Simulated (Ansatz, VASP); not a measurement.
**One calculation of In, two programs**

```
In
1.0
    -1.60176    1.60176    2.54817
     1.60176   -1.60176    2.54817
     1.60176    1.60176   -2.54817
In
1
Direct
  0.00000 0.00000 0.00000
```

Change from the starting cell: strain -0.015 along x and y, +0.030 along z, atoms carried along.

Alike in both runs: task single point; functional PBEsol; k mesh 20 × 20 × 20; occupations gaussian, width 0.15 eV; no spin polarisation.

|  | VASP | Ansatz |
| --- | --- | --- |
| version | VASP 6.6.1 | Ansatz 0.2.0 |
| potentials or method | VASP PAW PBE potentials, release 64 (In_d), cutoff 520 eV | scalar-relativistic, plane waves, PAW |
| valence electrons in the cell | 13 | 13 |

|  | VASP | Ansatz | Ansatz less VASP |
| --- | --- | --- | --- |
| gap on the k mesh at the Fermi level (eV) | none | none | - |
| pressure (GPa) | -1.0 | -0.9 | +0.01 |

VASP's potentials were made for PBE, not for PBEsol. A gap of «none» marks a metal or a gap that the smearing closes. With one functional, cell and mesh, what is left measures potentials, basis and numerics.
